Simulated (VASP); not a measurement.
Set up this calculation in VASP 6.6.1, as the native input.

* Task: single point
* Functional: LDA
* Potentials or basis: VASP PAW LDA potentials, release 64 (Al, Fe)
* Cutoff: 520 eV
* k mesh: 7 × 7 × 7
* Occupations: fermi-dirac, width 0.1 eV
* Spin: collinear spin, ferromagnetic start
* Starting moments: [0.0, 2.4] μB
* Dipole correction: no
* Further INCAR settings: ALGO = Normal; EDIFF = 1e-06; NBANDS = 16

The structure of AlFe lies in POSCAR:

```
AlFe
1.0
    2.9100000000      0.0000000000      0.0000000000
    0.0000000000      2.9100000000      0.0000000000
    0.0000000000      0.0000000000      2.9100000000
Al Fe
1 1
Direct
    0.0008200000      0.0064200000      0.0081700000
    0.4997100000      0.4951945704      0.4953000000
```

These files were run (other wordings do the same):

INCAR

```
SYSTEM = AlFe
ALGO = Normal ; EDIFF = 1E-6
ENCUT = 520 ; GGA = CA
ISIF = 2 ; ISMEAR = -1
ISPIN = 2 ; LASPH = .TRUE.
LCHARG = .FALSE. ; LMAXMIX = 4
LORBIT = 11 ; LREAL = .FALSE.
LWAVE = .FALSE. ; MAGMOM = 0 2.4
NBANDS = 16 ; NELM = 150
PREC = Accurate ; SIGMA = 0.1
```

KPOINTS

```
k-points
0
G
  7 7 7
  0 0 0
```

Potentials or basis: VASP PAW LDA potentials, release 64 (Al, Fe).

Command:

```bash
$ cat potpaw_LDA.64/Al/POTCAR potpaw_LDA.64/Fe/POTCAR > POTCAR
$ mpirun -np 1 vasp_std > vasp.out
```

Results of the run:

```
Pressure                                              : -15.7 GPa
Largest force                                         : 0.314 eV/Å
Net moment                                            : 0.63 μB per cell
Site moments                                          : Al -0.02; Fe +0.66 μB
Valence electrons inside the program's atomic spheres : Al 0.83; Fe 7.37
```

Caveat: the cell stands under tension.

It took 34 s on 1 thread of Intel(R) Xeon(R) 6975P-C (Granite Rapids), on a shared host, peak memory 0.21 GiB.
